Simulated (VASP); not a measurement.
# TiAl (Pm-3m) in VASP: settings compared

The runs below take TiAl through single point, with r2SCAN50, HF, B3LYP.

All numbers are computed with VASP 6.6.1; they aren't measurements. Logs are shortened: lines on timing, memory, paths and dates and some standing lists are left out, and cuts for length are marked.

## Step 1: The cell of the first run

The structure is cubic, space group Pm-3m (No. 221). Conventional cell: a = 3.179 Å, b = 3.179 Å, c = 3.179 Å, α = 90.00°, β = 90.00°, γ = 90.00°. Within 3.6 Å of Ti (site symmetry m-3m) lie 8 Al at 2.75 Å and 6 Ti at 3.18 Å. Al (site symmetry m-3m) has 8 Ti at 2.75 Å and 6 Al at 3.18 Å within 3.6 Å.

## Step 2: Single point, r2SCAN50

Input file POSCAR:

```
TiAl
1.0
    3.1790640000      0.0000000000      0.0000000000
    0.0000000000      3.1790640000      0.0000000000
    0.0000000000      0.0000000000      3.1790640000
Ti Al
1 1
Direct
    0.0000000000      0.0000000000      0.0000000000
    0.5000000000      0.5000000000      0.5000000000
```

Input file INCAR.step1:

```
PREC = Accurate
ENCUT = 520
EDIFF = 1E-5
ISMEAR = -1
SIGMA = 0.05
LREAL = False
LASPH = True
NELM = 100
ALGO = Normal
ISIF = 2
LWAVE = True
LCHARG = False
NBANDS = 14
GGA = PE
```

Input file INCAR.step2:

```
PREC = Accurate
ENCUT = 520
EDIFF = 1E-6
ISMEAR = -1
SIGMA = 0.05
LREAL = False
LASPH = True
NELM = 100
ALGO = Normal
ISIF = 2
LWAVE = False
LCHARG = False
METAGGA = R2SCAN
LHFCALC = True
AEXX = 0.5
LMIXTAU = True
PRECFOCK = Normal
NBANDS = 14
ISTART = 1
```

Input file KPOINTS:

```
Automatic mesh
0
Gamma
  4 4 4
```

Potentials or basis: VASP PAW PBE potentials, release 64 (Ti_sv, Al).

The run is started by

```
cat potpaw_PBE.64/Ti_sv/POTCAR potpaw_PBE.64/Al/POTCAR > POTCAR
cp INCAR.step1 INCAR
mpirun -np 1 vasp_std > vasp.out
cp INCAR.step2 INCAR
mpirun -np 1 vasp_std > vasp.out
```

OUTCAR:

```text
PREC = Accurate
   ENCUT = 520
   EDIFF = 1E-6
   ISMEAR = -1
   LREAL = False
   LASPH = True
   NELM = 100
   ISIF = 2
   METAGGA = R2SCAN
   LHFCALC = True
   AEXX = 0.5
   PRECFOCK = Normal
   ISTART = 1

 ion  position               nearest neighbor table
   1  0.000  0.000  0.000-   2 2.75   2 2.75   2 2.75   2 2.75   2 2.75   2 2.75   2 2.75   2 2.75

   2  0.500  0.500  0.500-   1 2.75   1 2.75   1 2.75   1 2.75   1 2.75   1 2.75   1 2.75   1 2.75

  LATTYP: Found a simple cubic cell.
 ALAT       =     3.1790640000

  Lattice vectors:

 A1 = (   3.1790640000,   0.0000000000,   0.0000000000)
 A2 = (   0.0000000000,   3.1790640000,   0.0000000000)
 A3 = (   0.0000000000,   0.0000000000,   3.1790640000)

Analysis of symmetry for initial positions (statically):
=====================================================================
 Subroutine PRICEL returns:
 Original cell was already a primitive cell.

 Routine SETGRP: Setting up the symmetry group for a
 simple cubic supercell.

 Subroutine GETGRP returns: Found 48 space group operations
 (whereof 48 operations were pure point group operations)
 out of a pool of 48 trial point group operations.

The static configuration has the point symmetry O_h .

Analysis of symmetry for dynamics (positions and initial velocities):
=====================================================================
 Subroutine PRICEL returns:
 Original cell was already a primitive cell.

 Routine SETGRP: Setting up the symmetry group for a
 simple cubic supercell.

 Subroutine GETGRP returns: Found 48 space group operations
 (whereof 48 operations were pure point group operations)
 out of a pool of 48 trial point group operations.

The dynamic configuration has the point symmetry O_h .

 Subroutine INISYM returns: Found 48 space group operations
 (whereof 48 operations are pure point group operations),
 and found     1 'primitive' translations

----------------------------------------------------------------------------------------

                                     Primitive cell

  volume of cell :      32.1290

  direct lattice vectors                    reciprocal lattice vectors
     3.179064000  0.000000000  0.000000000     0.314557996  0.000000000  0.000000000
     0.000000000  3.179064000  0.000000000     0.000000000  0.314557996  0.000000000
     0.000000000  0.000000000  3.179064000     0.000000000  0.000000000  0.314557996

  length of vectors
     3.179064000  3.179064000  3.179064000     0.314557996  0.314557996  0.314557996

  position of ions in fractional coordinates (direct lattice)
     0.000000000  0.000000000  0.000000000
     0.500000000  0.500000000  0.500000000

  ion indices of the primitive-cell ions
   primitive index   ion index
                 1           1
                 2           2

----------------------------------------------------------------------------------------

 KPOINTS: Automatic mesh

Automatic generation of k-mesh.
 Grid dimensions read from file:
 generate k-points for:    4    4    4

 Generating k-lattice:

  Cartesian coordinates                     Fractional coordinates (reciprocal lattice)
     0.078639499  0.000000000  0.000000000     0.250000000  0.000000000  0.000000000
     0.000000000  0.078639499  0.000000000     0.000000000  0.250000000  0.000000000
     0.000000000  0.000000000  0.078639499     0.000000000  0.000000000  0.250000000

  Length of vectors
     0.078639499  0.078639499  0.078639499

  Shift w.r.t. Gamma in fractional coordinates (k-lattice)
     0.000000000  0.000000000  0.000000000

 Subroutine IBZKPT returns following result:
 ===========================================

 Found     10 irreducible k-points:

 Following reciprocal coordinates:
            Coordinates               Weight
  0.000000  0.000000  0.000000      1.000000
  0.250000  0.000000  0.000000      6.000000
  0.500000  0.000000  0.000000      3.000000
  0.250000  0.250000  0.000000     12.000000
  0.500000  0.250000  0.000000     12.000000
  0.500000  0.500000  0.000000      3.000000
  0.250000  0.250000  0.250000      8.000000
  0.500000  0.250000  0.250000     12.000000
  0.500000  0.500000  0.250000      6.000000
  0.500000  0.500000  0.500000      1.000000
   k-points           NKPTS =     10   k-points in BZ     NKDIM =     64   number of bands    NBANDS=     14
   number of dos      NEDOS =    301   number of ions     NIONS =      2
   total plane-waves  NPLWV =  13824
   dimension x,y,z NGX =    24 NGY =   24 NGZ =   24
   dimension x,y,z NGXF=    48 NGYF=   48 NGZF=   48
   ions per type =               1   1
   NGX,Y,Z   is equivalent  to a cutoff of  12.55, 12.55, 12.55 a.u.
   NGXF,Y,Z  is equivalent  to a cutoff of  25.10, 25.10, 25.10 a.u.
 SYSTEM =  unknown system
   PREC   = accura    normal or accurate (medium, high low for compatibility)
   ISTART =      1    job   : 0-new  1-cont  2-samecut
   ICHARG =      0    charge: 1-file 2-atom 10-const
   ISPIN  =      1    spin polarized calculation?
   LNONCOLLINEAR =      F non collinear calculations
   LSORBIT =      F    spin-orbit coupling
   LASPH  =      T    aspherical Exc in radial PAW
   ENCUT  =  520.0 eV  38.22 Ry    6.18 a.u.   5.91  5.91  5.91*2*pi/ulx,y,z
   NELM   =    100;   NELMIN=  2; NELMDL=  0     # of ELM steps
   EDIFF  = 0.1E-05   stopping-criterion for ELM
   LREAL  =      F    real-space projection
   EDIFFG = 0.1E-04   stopping-criterion for IOM
   NSW    =      0    number of steps for IOM
   IBRION =     -1    ionic relax: 0-MD 1-quasi-New 2-CG
   NFREE  =      0    steps in history (QN), initial steepest desc. (CG)
   ISIF   =      2    stress and relaxation
   ISYM   =      3    0-nonsym 1-usesym 2-fastsym
   POTIM  = 0.5000    time-step for ionic-motion
   TEBEG  =    0.0;   TEEND  =   0.0 temperature during run
   PSTRESS=    0.0 pullay stress
   NELECT =      15.0000    total number of electrons
   NUPDOWN=      -1.0000    fix difference up-down
   EMIN   =  10.00;   EMAX   =-10.00  energy-range for DOS
   EFERMI =   0.00;   METHOD = LEGACY
   ISMEAR =    -1;   SIGMA  =   0.05  broadening in eV -4-tet -1-fermi 0-gaus
   EFERMI_NEDOS =   21; number of points for ismear=-14 and -15
   IALGO  =     38    algorithm
   IMIX   =      1    mixing-type and parameters
     AMIX     =   0.40;   BMIX     =  1.00
     AMIX_MAG =   1.60;   BMIX_MAG =  1.00
  volume/ion in A,a.u.               =      16.06       108.41
  Fermi-wavevector in a.u.,A,eV,Ry     =   1.270007  2.399964 21.945065  1.612917
  Thomas-Fermi vector in A             =   2.403017
   LORBIT       =      0    0 simple, 1 ext, 2 COOP (PROOUT), +10 PAW based schemes
   METAGGA = R2SCAN    functional components
   LHFCALC =     T    Hartree Fock is set to
   PRECFOCK=normal    Normal, Fast or Accurate (Low or Medium for compatibility)
   ENCUT4O =  -1.0   cutoff for four orbital integrals eV
   NKREDX  =     1    reduce k-point grid by
   NKREDY  =     1    reduce k-point grid by
   NKREDZ  =     1    reduce k-point grid by
   AEXX    =    0.5000 exact exchange contribution
   HFSCREEN=    0.0000 screening length (either q_TF or 0.3 A-1)
   HFSCREENC=   0.0000 screening length for correlation (either q_TF or 0.3 A-1)
   ENCUTFOCK=  -1.0 apply spherical cutoff to Coloumb kernel
   IVDW    =     0    specifies the selected vdW correction
   LEPSILON=     F    determine dielectric tensor
   LRPA    =     F    only Hartree local field effects (RPA)
 non-spin polarized calculation
  energy-cutoff  :      520.00
  volume of cell :       32.13
 maximum number of plane-waves:       912
 NGX is ok and might be reduce to    24
  NGX = 18; NGY = 18; NGZ = 18

 number of electron      14.9999994 magnetization

 Free energy of the ion-electron system (eV)
  ---------------------------------------------------
  ext. energy  EPLUGINS =         0.00000000
  ---------------------------------------------------
  free energy    TOTEN  =       -23.55590463 eV

  energy without entropy =      -23.54535980  energy(sigma->0) =      -23.55063222

 E-fermi :   8.9602     XC(G=0):  -6.4987

 val. band max:        8.3580785302   @ k =   0.2500   0.2500   0.2500
 cond. band min:       9.0151351449   @ k =   0.5000   0.2500   0.2500
 fundamental gap:      0.6570566147
 Fermi energy:         8.9602055743

 k-point     1 :       0.0000    0.0000    0.0000
  band No.  band energies     occupation
      1     -59.7649      2.00000
      2     -32.2533      2.00000
      3     -32.2533      2.00000
      4     -32.2533      2.00000
      5      -4.3471      2.00000
      6       5.4764      2.00000
      7       5.4764      2.00000
      8      13.1682      0.00000
      9      13.1682      0.00000
     10      13.1682      0.00000
     11      14.9627      0.00000
     12      14.9627      0.00000
     13      14.9627      0.00000
     14      20.4019      0.00000

 k-point     2 :       0.2500    0.0000    0.0000
  band No.  band energies     occupation
      1     -59.7544      2.00000
      2     -32.3836      2.00000
      3     -32.2438      2.00000
      4     -32.2438      2.00000
      5      -3.1213      2.00000
      6       4.2703      2.00000
      7       6.0714      2.00000
      8      11.5611      0.00000
      9      11.5611      0.00000
     10      13.2021      0.00000
     11      13.2976      0.00000
     12      17.3005      0.00000
     13      17.3005      0.00000
     14      18.8457      0.00000
[... 105 lines left out ...]
      1     -59.7156      2.00000
      2     -32.4454      2.00000
      3     -32.4454      2.00000
      4     -32.3241      2.00000
      5       2.4544      2.00000
      6       4.4036      2.00000
      7       4.4036      2.00000
      8       7.5336      2.00000
      9      12.1056      0.00000
     10      12.1056      0.00000
     11      13.3606      0.00000
     12      13.7208      0.00000
     13      15.3113      0.00000
     14      18.5471      0.00000

 k-point    10 :       0.5000    0.5000    0.5000
  band No.  band energies     occupation
      1     -59.7072      2.00000
      2     -32.4260      2.00000
      3     -32.4260      2.00000
      4     -32.4260      2.00000
      5       4.0332      2.00000
      6       4.0332      2.00000
      7       4.0332      2.00000
      8      10.6964      0.00000
      9      12.7629      0.00000
     10      12.7629      0.00000
     11      12.7629      0.00000
     12      13.3359      0.00000
     13      13.3359      0.00000
     14      18.4284      0.00000

------------------------ aborting loop because EDIFF is reached ----------------------------------------

  FORCE on cell =-STRESS in cart. coord.  units (eV):
  Direction    XX          YY          ZZ          XY          YZ          ZX
  --------------------------------------------------------------------------------------
  -------------------------------------------------------------------------------------
  Total       -0.7443888     -0.7443888     -0.7443888      0.0000000     -0.0000000     -0.0000000
  in kB      -37.1203975    -37.1203975    -37.1203975      0.0000000     -0.0000000     -0.0000000
  external PRESSURE =     -37.1203975 kB  Pullay stress =       0.0000000 kB

 VOLUME and BASIS-vectors are now :
 -----------------------------------------------------------------------------
  energy-cutoff  :      520.00
  volume of cell :       32.13
      direct lattice vectors                 reciprocal lattice vectors
     3.179064000  0.000000000  0.000000000     0.314557996  0.000000000  0.000000000
     0.000000000  3.179064000  0.000000000     0.000000000  0.314557996  0.000000000
     0.000000000  0.000000000  3.179064000     0.000000000  0.000000000  0.314557996

 POSITION                                       TOTAL-FORCE (eV/Angst)
 -----------------------------------------------------------------------------------
      0.00000      0.00000      0.00000         0.000000      0.000000      0.000000
      1.58953      1.58953      1.58953         0.000000      0.000000      0.000000
 -----------------------------------------------------------------------------------
    total drift:                               -0.000000     -0.000000     -0.000000

  FREE ENERGIE OF THE ION-ELECTRON SYSTEM (eV)
  ---------------------------------------------------
  free  energy   TOTEN  =       -23.5559046329 eV

  energy  without entropy=      -23.5453598043  energy(sigma->0) =      -23.55063222
```

Wall time 4 min (1 thread of Intel Xeon 6975P-C (Granite Rapids), shared host); peak memory 0.15 GiB.

What came out:

| Quantity | Value |
| --- | --- |
| Free energy | -23.5559 eV |
| Pressure | -3.7 GPa |

Caveat: the k points lie up to 0.49 Å⁻¹ apart; the PAW data sets were made with another functional, which shifts forces and pressure a little.

## Step 3: Single point, HF

POSCAR is that of step 2.

Input file INCAR.step1:

```
PREC     = Accurate       # precision mode
ENCUT    = 520            # plane-wave cutoff, eV
EDIFF    = 1E-5           # SCF threshold, eV
ISMEAR   = -1             # smearing method
SIGMA    = 0.05           # smearing width, eV
LREAL    = False          # projectors in reciprocal space
LASPH    = True           # aspherical terms in the spheres
NELM     = 100            # most SCF steps
ALGO     = Normal         # electronic algorithm
ISIF     = 2              # what is computed and relaxed
LWAVE    = True           # write WAVECAR
LCHARG   = False          # write CHGCAR
GGA      = PE             # functional
NBANDS   = 14             # bands
```

Input file INCAR.step2:

```
PREC     = Accurate       # precision mode
ENCUT    = 520            # plane-wave cutoff, eV
EDIFF    = 1E-6           # SCF threshold, eV
ISMEAR   = -1             # smearing method
SIGMA    = 0.05           # smearing width, eV
LREAL    = False          # projectors in reciprocal space
LASPH    = True           # aspherical terms in the spheres
NELM     = 100            # most SCF steps
ALGO     = Normal         # electronic algorithm
ISIF     = 2              # what is computed and relaxed
LWAVE    = False          # write WAVECAR
LCHARG   = False          # write CHGCAR
GGA      = PE             # functional
LHFCALC  = True           # exact exchange
AEXX     = 1.0            # exact-exchange fraction
ALDAC    = 0.0          
AGGAC    = 0.0          
PRECFOCK = Normal       
ISTART   = 1            
NBANDS   = 14             # bands
```

KPOINTS is that of step 2.

Potentials or basis: VASP PAW PBE potentials, release 64 (Ti_sv, Al).

The run is started by

```
cat potpaw_PBE.64/Ti_sv/POTCAR potpaw_PBE.64/Al/POTCAR > POTCAR
cp INCAR.step1 INCAR
mpirun -np 1 vasp_std > vasp.out
cp INCAR.step2 INCAR
mpirun -np 1 vasp_std > vasp.out
```

Wall time 4.2 min (1 thread of Intel Xeon 6975P-C (Granite Rapids), shared host); peak memory 0.14 GiB.

Results (log left out):

| Quantity | Value |
| --- | --- |
| Free energy | -24.7310 eV |
| Pressure | 5.5 GPa |

Levels at points of the mesh, in eV from the Fermi level:
```csv
k point,band 4,band 5,band 6,band 7,band 8,band 9,band 10,band 11
"(0.00, 0.00, 0.00)",-48.37,-17.69,-5.60,-5.60,6.82,6.82,6.82,7.88
"(0.50, 0.00, 0.00)",-48.35,-13.03,-11.19,-3.98,3.61,3.61,6.41,7.13
"(0.50, 0.50, 0.00)",-48.33,-10.74,-6.14,-6.14,-5.34,4.89,4.89,5.92
"(0.50, 0.50, 0.50)",-48.58,-6.30,-6.30,-6.30,-3.25,4.74,4.74,4.74
```

Caveat: the k points lie up to 0.49 Å⁻¹ apart; the PAW data sets were made with another functional, which shifts forces and pressure a little.

[end of part 1 of 2]
